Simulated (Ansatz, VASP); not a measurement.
# Two plane-wave programs on Cs2Ru

```
CELL_PARAMETERS angstrom
0.00000 4.92526 4.92526
4.92526 0.00000 4.92526
4.92526 4.92526 0.00000
ATOMIC_POSITIONS crystal
Cs 0.62500 0.62500 0.62500
Cs 0.12500 0.62500 0.62500
Cs 0.62500 0.62500 0.12500
Cs 0.62500 0.12500 0.62500
Ru 0.00000 0.00000 0.00000
Ru 0.25000 0.25000 0.25000
```

Alike in both runs: functional PBE; k mesh 8 × 8 × 8; occupations gaussian, width 0.1 eV; no spin polarisation.

Ansatz relaxed the structure, and its values are those at the end. VASP's run is a single point on that final structure, the one shown.

```csv
,VASP,Ansatz
version,VASP 6.6.1,Ansatz 0.2.0
potentials or method,"VASP PAW PBE potentials, release 64 (Cs_sv, Ru_pv), cutoff 520 eV","scalar-relativistic, plane waves, PAW"
valence electrons in the cell,64,68
```

```tsv
	VASP	Ansatz	Ansatz less VASP
gap on the k mesh at the Fermi level (eV)	none	none	-
pressure (GPa)	0.2	0.0	-0.17
```

A gap of «none» marks a metal or a gap that the smearing closes. VASP's potentials hold 64 valence electrons a cell and Ansatz's 68, so a difference there can come from the potentials and not from the codes.

Spin-orbit coupling is off throughout.
